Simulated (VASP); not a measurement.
A run of VASP 6.6.1 is set up as follows.

File INCAR:

```
PREC = Accurate
ENCUT = 600
EDIFF = 1E-6
ISMEAR = 0
SIGMA = 0.1
LREAL = False
LASPH = True
NELM = 150
ALGO = Normal
ISIF = 3
LWAVE = False
LCHARG = False
ISPIN = 2
MAGMOM = 1 0 0 0 0
LORBIT = 11
LMAXMIX = 4
GGA = PE
IBRION = 2
NSW = 90
EDIFFG = -0.04
```

File KPOINTS:

```
Automatic mesh
0
Gamma
  4 4 4
```

The input POSCAR:

```
RuBrF3
1.0
    4.0559869100      0.0000000000      0.0000000000
    0.0000000000      4.0559869100      0.0000000000
    0.0000000000      0.0000000000      4.0559869100
Ru Br F
1 1 3
Direct
    0.0000000000      0.0000000000      0.0000000000
    0.5000000000      0.5000000000      0.5000000000
    0.5000000000      0.0000000000      0.0000000000
    0.0000000000      0.5000000000      0.0000000000
    0.0000000000      0.0000000000      0.5000000000
```

Potentials or basis: VASP PAW PBE potentials, release 64 (Ru_pv, Br, F).

The run is started by

```sh
$ cat potpaw_PBE.64/Ru_pv/POTCAR potpaw_PBE.64/Br/POTCAR potpaw_PBE.64/F/POTCAR > POTCAR
$ mpirun -np 1 vasp_std > vasp.out
```

Task: Predict the relaxed volume.

Result: 14.13 Å³/atom.

Task: Estimate the band gap on the k mesh.

Result: Zero (filled and empty bands overlap).

Task: What does it give for the relaxed cell?

Result: a = 4.134 Å, b = 4.134 Å, c = 4.134 Å, α = 90.00°, β = 90.00°, γ = 90.00°.

Task: Estimate the space group after relaxing (to 0.1 Å).

Result: Pm-3m (No. 221).

Final structure:
```xyz
5
Lattice="4.1336 0.0000 0.0000 0.0000 4.1336 0.0000 0.0000 0.0000 4.1336" Properties=species:S:1:pos:R:3 pbc="T T T"
Ru    0.0000    0.0000    0.0000
Br    2.0668    2.0668    2.0668
F     2.0668    0.0000    0.0000
F     0.0000    2.0668    0.0000
F     0.0000    0.0000    2.0668
```

Caveat: the k points lie up to 0.38 Å⁻¹ apart in the final cell, too coarse for converged energies and pressures of a metal.
